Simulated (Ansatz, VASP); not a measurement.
# TePb: VASP beside Ansatz

Contents of INCAR:

```
SYSTEM = TePb
ALGO     = Normal         ! electronic algorithm
EDIFF    = 1E-6           ! SCF threshold, eV
ENCUT    = 520            ! plane-wave cutoff, eV
GGA      = PE             ! functional
ISIF     = 2              ! what is computed and relaxed
ISMEAR   = -1             ! smearing method
LASPH    = .TRUE.         ! aspherical terms in the spheres
LCHARG   = .TRUE.         ! write CHGCAR
LELF     = .TRUE.         ! ELF
LREAL    = .FALSE.        ! projectors in reciprocal space
LVHAR    = .TRUE.       
LWAVE    = .FALSE.        ! write WAVECAR
NBANDS   = 17             ! bands
NELM     = 60             ! most SCF steps
PREC     = Accurate       ! precision mode
SIGMA    = 0.05           ! smearing width, eV
```

Contents of KPOINTS:

```
k-points
0
G
  6 6 6
  0 0 0
```

Contents of POSCAR:

```
TePb
1.0
    0.0000000000      3.2310000000      3.2310000000
    3.2310000000      0.0000000000      3.2310000000
    3.2310000000      3.2310000000      0.0000000000
Pb Te
1 1
Direct
    0.0000000000      0.0000000000      0.0000000000
    0.5000000000      0.5000000000      0.5000000000
```

Contents of input.yaml:

```yaml
crystal:
  lattice:
    - [0.0, 3.231, 3.231]
    - [3.231, 0.0, 3.231]
    - [3.231, 3.231, 0.0]
  atoms:
    - { symbol: Pb, position: [0.0, 0.0, 0.0] }
    - { symbol: Te, position: [0.5, 0.5, 0.5] }
kpoints:
  mp_grid: { grid: [6, 6, 6] }
scf:
  occupations: { method: fermi_dirac, width: 0.05 }
hamiltonian:
  xc: pbe
  pseudopotentials: { kind: all_electron, datasets: crystal }
output:
  forces: true
  stress: true
  eigenvalues: true
  elf: true
  volumetric_format: npy
```

Alike in both runs: task single point; functional PBE; k mesh 6 × 6 × 6; occupations fermi-dirac, width 0.05 eV; no spin polarisation.

|  | VASP | Ansatz |
| --- | --- | --- |
| version | VASP 6.6.1 | Ansatz 0.2.0 |
| potentials or method | VASP PAW PBE potentials, release 64 (Pb_d, Te), cutoff 520 eV | all-electron PAW datasets made for the crystal |

|  | VASP | Ansatz | Ansatz less VASP |
| --- | --- | --- | --- |
| gap on the k mesh at the Fermi level (eV) | 0.74 | 0.73 | -0.006 |
| least direct gap on the mesh (eV) | 0.74 | 0.73 | -0.006 |
| pressure (GPa) | 2.1 | 2.2 | +0.07 |

Ansatz ran all-electron here, and VASP with PAW potentials.

Neither program's run includes spin-orbit coupling.
